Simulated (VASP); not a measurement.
# Al32C (a cell with a defect) in VASP: notebook

Al32C (a cell with a defect) is run at these levels: LDA; tasks: single point.

All numbers are computed with VASP 6.6.1; they aren't measurements. Logs are shortened: lines on timing, memory, paths and dates and some standing lists are left out, and cuts for length are marked.

## Step 1: The cell of the first run

The cell holds a defect, 33 atoms: a = 8.100 Å, b = 8.100 Å, c = 8.100 Å, α = 90.00°, β = 90.00°, γ = 90.00°.

## Step 2: Single point, LDA

File INCAR:

```
PREC = Accurate ; ENCUT = 520
EDIFF = 1E-6 ; ISMEAR = 0
SIGMA = 0.15 ; LREAL = Auto
LASPH = T ; NELM = 60
ALGO = Normal ; ISIF = 2
LWAVE = F ; LCHARG = F
NBANDS = 72
```

File KPOINTS:

```
regular mesh
0
Gamma
  2 2 2
```

File POSCAR:

```
Al32C
1.0
    8.1000000000      0.0000000000      0.0000000000
    0.0000000000      8.1000000000      0.0000000000
    0.0000000000      0.0000000000      8.1000000000
Al C
32 1
Direct
    0.5127428395      0.0202020988      0.0177453086
    0.7546243210      0.2555533333      0.0025649383
    0.7539538272     -0.0004365432      0.2580482716
   -0.0029496296      0.0044688889      0.0068535802
    0.2456386420      0.2531196296      0.0068656790
    0.5022502469      0.4997540741      0.0064193827
    0.7503372840      0.7478961728      0.0064093827
    0.2449879012      0.0051444444      0.2566895062
    0.4983966667      0.2555950617      0.2588323457
    0.7517140741      0.4984064198      0.2555937037
    0.5025411111      0.0042841975      0.5014856790
    0.7524529630      0.2527180247      0.5013054321
    0.7524187654      0.0050000000      0.7492407407
   -0.0054469136      0.4955264198      0.0025582716
    0.2299587654      0.7373448148      0.0177766667
   -0.0027825926      0.2529091358      0.2564651852
    0.2505706173      0.4961666667      0.2580738272
    0.5020827160      0.7480456790      0.2541890123
   -0.0024386420     -0.0000483951      0.5016192593
    0.2501770370      0.2525727160      0.5016180247
    0.4983596296      0.4947408642      0.4977862963
    0.7553959259      0.7517659259      0.4977840741
    0.2434961728      0.0066691358      0.7485472840
    0.5024298765      0.2527224691      0.7499866667
    0.7548867901      0.4952448148      0.7547441975
   -0.0054792593      0.7517369136      0.2588209877
   -0.0025913580      0.4976755556      0.5013087654
    0.2458334568      0.7476033333      0.5014940741
   -0.0024876543      0.2526206173      0.7543608642
    0.2451349383      0.4977282716      0.7492474074
    0.5156314815      0.7344933333      0.7324455556
   -0.0025656790      0.7477151852      0.7499990123
    0.3859507407      0.8640688889     -0.1135009877
```

Potentials or basis: VASP PAW LDA potentials, release 64 (Al, C).

Run with:

```sh
> cat potpaw_LDA.64/Al/POTCAR potpaw_LDA.64/C/POTCAR > POTCAR
> mpirun -np 1 vasp_std > vasp.out
```

OUTCAR:

```text
PREC = Accurate
   ENCUT = 520
   EDIFF = 1E-6
   ISMEAR = 0
   LREAL = Auto
   LASPH = T
   NELM = 60
   ISIF = 2

 ion  position               nearest neighbor table
   1  0.513  0.020  0.018-  33 1.95   9 2.73   2 2.74   3 2.76   5 2.87  24 2.87   8 2.91  13 2.92
                            18 2.92   7 2.93  23 3.09  15 3.24  31 3.27
   2  0.755  0.256  0.003-   1 2.74  14 2.75  25 2.79  29 2.81   4 2.83  10 2.84  16 2.84   6 2.84
                            13 2.89  24 2.89   3 2.93   9 2.94
   3  0.754  1.000  0.258-   1 2.76  19 2.79  22 2.79  26 2.80   4 2.83  11 2.83  12 2.84  16 2.84
                             7 2.88  18 2.88   2 2.93   9 2.93
   4  0.997  0.004  0.007-   2 2.83   3 2.83   5 2.85   8 2.85  16 2.85  29 2.87  15 2.87  13 2.88
                             7 2.88  26 2.89  23 2.89  32 2.94
   5  0.246  0.253  0.007-  14 2.83  17 2.83   4 2.85   8 2.85  16 2.85  29 2.87   1 2.87  30 2.88
                             6 2.88   9 2.89  23 2.89  24 2.94
   6  0.502  0.500  0.006-  18 2.84   7 2.84   9 2.84   2 2.84  10 2.86   5 2.88  17 2.88  24 2.88
                            25 2.89  31 2.92  15 2.93  30 2.95
   7  0.750  0.748  0.006-  18 2.84   6 2.84  14 2.84  26 2.84  10 2.86   3 2.88   4 2.88  32 2.88
                            25 2.89  31 2.92   1 2.93  13 2.95
   8  0.245  0.005  0.257-  19 2.82  20 2.82  16 2.84   4 2.85   5 2.85  28 2.88  11 2.88   9 2.89
                            26 2.89   1 2.91  15 2.91  18 2.95
   9  0.498  0.256  0.259-   1 2.73  21 2.74  17 2.80  20 2.81  11 2.83  10 2.84   6 2.84  12 2.84
[... 32 lines left out ...]
                             6 2.89   7 2.89  22 2.94  21 2.94
  26  0.995  0.752  0.259-  15 2.73  22 2.74   3 2.80  19 2.81  28 2.83  10 2.84   7 2.84  27 2.84
                             8 2.89   4 2.89  17 2.93  14 2.94
  27  0.997  0.498  0.501-  16 2.80  12 2.81  10 2.81  30 2.84  25 2.84  22 2.84  17 2.84  26 2.84
                            20 2.85  29 2.85  28 2.85  32 2.86
  28  0.246  0.748  0.501-  26 2.83  17 2.83  32 2.85  30 2.85  27 2.85  19 2.87   8 2.88  31 2.88
                            18 2.88  21 2.89  23 2.90  11 2.94
  29  0.998  0.253  0.754-  25 2.78   2 2.81  14 2.81  23 2.82  13 2.82  30 2.82  27 2.85  12 2.85
                             5 2.87   4 2.87  20 2.89  19 2.89
  30  0.245  0.498  0.749-  29 2.82  20 2.82  27 2.84  28 2.85  32 2.85   5 2.88  24 2.88  14 2.89
                            21 2.89  31 2.91  15 2.92   6 2.95
  31  0.516  0.734  0.732-  33 1.94  21 2.72  22 2.72  25 2.75  11 2.88  28 2.88  30 2.91  13 2.92
                             7 2.92   6 2.92  23 3.12  15 3.27   1 3.27
  32  0.997  0.748  0.750-  22 2.83  25 2.84  28 2.85  30 2.85  27 2.86  19 2.87  15 2.87  13 2.88
                             7 2.88  14 2.89  23 2.89   4 2.94
  33  0.386  0.864  0.886-  31 1.94  15 1.94   1 1.95  23 1.98

  LATTYP: Found a simple cubic cell.
 ALAT       =     8.1000000000

  Lattice vectors:

 A1 = (   8.1000000000,   0.0000000000,   0.0000000000)
 A2 = (   0.0000000000,   8.1000000000,   0.0000000000)
 A3 = (   0.0000000000,   0.0000000000,   8.1000000000)

Analysis of symmetry for initial positions (statically):
=====================================================================
 Subroutine PRICEL returns:
[... 188 lines left out ...]
     AMIX_MAG =   1.60;   BMIX_MAG =  1.00
  volume/ion in A,a.u.               =      16.10       108.68
  Fermi-wavevector in a.u.,A,eV,Ry     =   0.938116  1.772782 11.973962  0.880061
  Thomas-Fermi vector in A             =   2.065295
   LORBIT       =      0    0 simple, 1 ext, 2 COOP (PROOUT), +10 PAW based schemes
   GGA     = CA    functional components
   LHFCALC =     F    Hartree Fock is set to
   AEXX    =    0.0000 exact exchange contribution
   IVDW    =     0    specifies the selected vdW correction
   LEPSILON=     F    determine dielectric tensor
   LRPA    =     F    only Hartree local field effects (RPA)
 non-spin polarized calculation
 Gauss-broadening in eV      SIGMA  =   0.15
  energy-cutoff  :      520.00
  volume of cell :      531.44
 maximum number of plane-waves:     14400
   NGX = 31   NGY = 31   NGZ = 31

 number of electron     100.0000000 magnetization

 number of electron      99.9999999 magnetization

 Free energy of the ion-electron system (eV)
  ---------------------------------------------------
  ext. energy  EPLUGINS =         0.00000000
  ---------------------------------------------------
  free energy    TOTEN  =      -142.58907772 eV

  energy without entropy =     -142.44430856  energy(sigma->0) =     -142.51669314

 E-fermi :   7.4804     XC(G=0): -10.3880

 val. band max:        7.4269330280   @ k =   0.0000   0.0000   0.5000
 cond. band min:       7.5827875379   @ k =   0.0000   0.5000   0.5000
 fundamental gap:      0.1558545099
 Fermi energy:         7.4803977418

 k-point     1 :       0.0000    0.0000    0.0000
  band No.  band energies     occupation
      1      -4.3028      2.00000
      2      -2.8708      2.00000
      3      -1.1258      2.00000
      4      -1.1215      2.00000
      5      -1.0923      2.00000
      6      -1.0783      2.00000
[... 509 lines left out ...]
     61      11.0817      0.00000
     62      11.0936      0.00000
 [bands above 62 left out]

------------------------ aborting loop because EDIFF is reached ----------------------------------------

  FORCE on cell =-STRESS in cart. coord.  units (eV):
  Direction    XX          YY          ZZ          XY          YZ          ZX
  --------------------------------------------------------------------------------------
  -------------------------------------------------------------------------------------
  Total       -7.1959422     -7.2016145     -7.1401050      0.2104453      0.2675771     -0.2812499
  in kB      -21.6941776    -21.7112784    -21.5258409      0.6344460      0.8066860     -0.8479062
  external PRESSURE =     -21.6437656 kB  Pullay stress =       0.0000000 kB

 VOLUME and BASIS-vectors are now :
 -----------------------------------------------------------------------------
  energy-cutoff  :      520.00
  volume of cell :      531.44
      direct lattice vectors                 reciprocal lattice vectors
     8.100000000  0.000000000  0.000000000     0.123456790  0.000000000  0.000000000
     0.000000000  8.100000000  0.000000000     0.000000000  0.123456790  0.000000000
     0.000000000  0.000000000  8.100000000     0.000000000  0.000000000  0.123456790

 POSITION                                       TOTAL-FORCE (eV/Angst)
 -----------------------------------------------------------------------------------
      4.15322      0.16364      0.14374         0.029477     -0.009922      0.021787
      6.11246      2.06998      0.02078        -0.001541     -0.004162      0.002376
      6.10703      8.09646      2.09019         0.001152      0.000080      0.002293
      8.07611      0.03620      0.05551         0.006887     -0.005689      0.002872
      1.98967      2.05027      0.05561         0.006408     -0.008021      0.002356
      4.06823      4.04801      0.05200         0.007883     -0.007807      0.006808
[... 25 lines left out ...]
      8.07922      6.05649      6.07499         0.000709     -0.006355      0.000313
      3.12620      6.99896      7.18064        -0.087408      0.098490     -0.048398
 -----------------------------------------------------------------------------------
    total drift:                                0.009110     -0.004316     -0.001942

  FREE ENERGIE OF THE ION-ELECTRON SYSTEM (eV)
  ---------------------------------------------------
  free  energy   TOTEN  =      -142.5890777235 eV

  energy  without entropy=     -142.4443085634  energy(sigma->0) =     -142.51669314
```

stdout:

```text
POSCAR found type information on POSCAR AlC
 POSCAR found :  2 types and      33 ions
 scaLAPACK will be used
 LDA part: xc-table for (Slater(with rela. corr.)+CA(PZ))
 , standard interpolation
 POSCAR, INCAR and KPOINTS ok, starting setup
 FFT: planning ... GRIDC
 FFT: planning ... GRID_SOFT
 FFT: planning ... GRID
 WAVECAR not read
 entering main loop
```

It took 9.8 min on 1 thread of Intel Xeon 8259CL, shared host; peak memory 0.48 GiB.

What came out:

* Free energy: -142.5891 eV
* Pressure: -2.2 GPa
* Largest force: 0.140 eV/Å
* Band gap on the k mesh: zero (bands 50 and 51 overlap by 0.83 eV)

Forces on the atoms (eV/Å):
```
Al   0.029 -0.010  0.022
Al  -0.002 -0.004  0.002
Al   0.001  0.000  0.002
Al   0.007 -0.006  0.003
Al   0.006 -0.008  0.002
Al   0.008 -0.008  0.007
Al   0.008 -0.008  0.007
Al   0.009 -0.009 -0.010
Al   0.004 -0.008 -0.004
Al   0.009 -0.009  0.008
Al   0.007 -0.003  0.000
Al   0.001 -0.005  0.001
Al  -0.007 -0.009  0.006
Al   0.004  0.001  0.003
Al   0.004 -0.034  0.027
Al   0.007 -0.007  0.002
Al   0.000 -0.001  0.002
Al   0.009 -0.009  0.012
Al  -0.004 -0.001 -0.007
Al   0.001  0.004 -0.006
Al   0.006  0.006  0.011
Al  -0.006 -0.006  0.011
Al  -0.052  0.053 -0.068
Al   0.006 -0.001  0.001
Al  -0.002  0.002 -0.002
Al   0.008 -0.004 -0.005
Al   0.006 -0.001  0.001
Al   0.003 -0.007 -0.001
Al  -0.001  0.001  0.000
Al   0.009  0.005  0.005
Al   0.007 -0.007  0.016
Al   0.001 -0.006  0.000
C   -0.087  0.098 -0.048
```

Stress tensor (GPa, compression positive):
```
-2.17  0.06 -0.08
 0.06 -2.17  0.08
-0.08  0.08 -2.15
```

Caveat: the k points lie up to 0.39 Å⁻¹ apart, too coarse for converged energies and pressures of a metal.

[end of part 1 of 2]
